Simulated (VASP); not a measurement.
Set up this calculation in VASP 6.6.1, as the native input.

```yaml
Task: single point
Functional: PBEsol
Potentials_or_basis: VASP PAW PBE potentials, release 64 (Ti_sv, C)
Cutoff: 520 eV
k_mesh: 18 × 18 × 18
Occupations: gaussian, width 0.15 eV
Spin: no spin polarisation
Dipole_correction: no
Further_INCAR_settings: ALGO = Normal; EDIFF = 1e-06; NBANDS = 15
```

The structure of TiC lies in POSCAR:

```
TiC
1.0
    0.0000000000      2.1315400000      2.1640000000
    2.1964600000      0.0000000000      2.1640000000
    2.1964600000      2.1315400000      0.0000000000
Ti C
1 1
Direct
    0.0000000000      0.0000000000      0.0000000000
    0.5000000000      0.5000000000      0.5000000000
```

This cell differs from its parent crystal: strain +0.0150 x Voigt [1, -1, 0, 0, 0, 0].

One way to write it, as run:

INCAR

```
PREC = Accurate
ENCUT = 520
EDIFF = 1E-6
ISMEAR = 0
SIGMA = 0.15
LREAL = F
LASPH = T
NELM = 60
ALGO = Normal
ISIF = 2
LWAVE = F
LCHARG = F
GGA = PS
NBANDS = 15
```

KPOINTS

```
Automatic mesh
0
Gamma
  18 18 18
```

Potentials or basis: VASP PAW PBE potentials, release 64 (Ti_sv, C).

Run with:

```bash
$ cat potpaw_PBE.64/Ti_sv/POTCAR potpaw_PBE.64/C/POTCAR > POTCAR
$ mpirun -np 1 vasp_std > vasp.out
```

Results of the run:

```
Pressure               : -5.5 GPa
Band gap on the k mesh : zero (band 8 reaches 10.11 eV, above the bottom of band 9 at 8.78 eV)
```

Caveat: the cell differs from its parent crystal (strain +0.0150 x Voigt [1, -1, 0, 0, 0, 0]); the PAW data sets were made with another functional, which shifts forces and pressure a little.

Run time: 75 s on 1 thread of Intel(R) Xeon(R) 6975P-C (Granite Rapids), on a shared host, peak memory 0.36 GiB.
